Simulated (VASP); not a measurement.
Wanted: the native input for a VASP 6.6.1 run.

```yaml
Task: single point
Functional: PBE
Dispersion: D3(BJ)
Potentials_or_basis: VASP PAW PBE potentials, release 64 (Pb_d)
Cutoff: 520 eV
k_mesh: 16 × 16 × 16
Occupations: gaussian, width 0.1 eV
Spin: no spin polarisation
Dipole_correction: no
Further_INCAR_settings: ALGO = Normal; EDIFF = 1e-06; NBANDS = 13
```

The structure of Pb lies in POSCAR:

```
Pb
1.0
   -2.0284098777      2.0284098777      2.0284098777
    2.0284098777     -2.0284098777      2.0284098777
    2.0284098777      2.0284098777     -2.0284098777
Pb
1
Direct
    0.0000000000      0.0000000000      0.0000000000
```

This cell differs from its parent crystal: volume scaled by 1.10.

These files were run (other wordings do the same):

INCAR

```
PREC = Accurate ; ENCUT = 520
EDIFF = 1E-6 ; ISMEAR = 0
SIGMA = 0.1 ; LREAL = False
LASPH = True ; NELM = 80
ALGO = Normal ; ISIF = 2
LWAVE = False ; LCHARG = False
GGA = PE ; IVDW = 12
NBANDS = 13
```

KPOINTS

```
Automatic mesh
0
Gamma
  16 16 16
```

Potentials or basis: VASP PAW PBE potentials, release 64 (Pb_d).

The run is started by

```console
$ cat potpaw_PBE.64/Pb_d/POTCAR > POTCAR
$ mpirun -np 1 vasp_std > vasp.out
```

It gave:

```json
{
  "Pressure": "-3.4 GPa",
  "Band gap on the k mesh": "zero (band 7 reaches 13.08 eV, above the bottom of band 8 at 4.52 eV)",
  "Dispersion energy per atom": "-0.372 eV"
}
```

Caveat: spin-orbit coupling is left out, which moves the levels of the heavy elements; pairwise dispersion overbinds metals, which lowers pressure and volume.

Run time: 49 s on 1 thread of Intel Xeon 8259CL (shared host), peak memory 0.21 GiB.
